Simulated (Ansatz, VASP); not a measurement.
## Two plane-wave programs on SnSe

Contents of INCAR:

```
SYSTEM = SnSe
ALGO     = Normal         ! electronic algorithm
EDIFF    = 1E-7           ! SCF threshold, eV
ENCUT    = 520            ! plane-wave cutoff, eV
GGA      = CA             ! functional
ISIF     = 2              ! what is computed and relaxed
ISMEAR   = 0              ! smearing method
LASPH    = .True.         ! aspherical terms in the spheres
LCHARG   = .True.         ! write CHGCAR
LELF     = .True.         ! ELF
LREAL    = .False.        ! projectors in reciprocal space
LVHAR    = .True.       
LWAVE    = .False.        ! write WAVECAR
NBANDS   = 17             ! bands
NELM     = 60             ! most SCF steps
PREC     = Accurate       ! precision mode
SIGMA    = 0.05           ! smearing width, eV
```

Contents of KPOINTS:

```
k-points
0
Gamma
  10 10 10
  0 0 0
```

POSCAR

```
SnSe
1.0
    0.0000000000      2.8545040498      3.1399544548
    2.8545040498      0.0000000000      3.1399544548
    2.8545040498      2.8545040498      0.0000000000
Sn Se
1 1
Direct
    0.0000000000      0.0000000000      0.0000000000
    0.5000000000      0.5000000000      0.5000000000
```

Input for Ansatz:

```yaml
crystal:
  lattice:
    - [0.0, 2.8545040498, 3.1399544548]
    - [2.8545040498, 0.0, 3.1399544548]
    - [2.8545040498, 2.8545040498, 0.0]
  atoms:
    - { symbol: Sn, position: [0.0, 0.0, 0.0] }
    - { symbol: Se, position: [0.5, 0.5, 0.5] }
basis:
  ecutwfc: 420
kpoints:
  mp_grid: { grid: [10, 10, 10] }
hamiltonian:
  xc: lda
scf:
  occupations: { method: gaussian, width: 0.05 }
output:
  forces: true
  stress: true
  eigenvalues: true
```

Alike in both runs: task single point; functional LDA; k mesh 10 × 10 × 10; occupations gaussian, width 0.05 eV; no spin polarisation.

```csv
,VASP,Ansatz
version,VASP 6.6.1,Ansatz 0.2.0
potentials or method,"VASP PAW LDA potentials, release 64 (Sn_d, Se), cutoff 520 eV","scalar-relativistic, plane waves, PAW"
valence electrons in the cell,20,30
```

|  | VASP | Ansatz | Ansatz less VASP |
| --- | --- | --- | --- |
| pressure (GPa) | 1.5 | 1.4 | -0.09 |
| traceless stress, the component that is largest in VASP (GPa) | -7.73 | -7.67 | +0.057 |

LDA's correlation is that of Perdew and Zunger in VASP and of Perdew and Wang (1992) in Ansatz. VASP's potentials hold 20 valence electrons a cell and Ansatz's 30, so a difference there can come from the potentials and not from the codes.
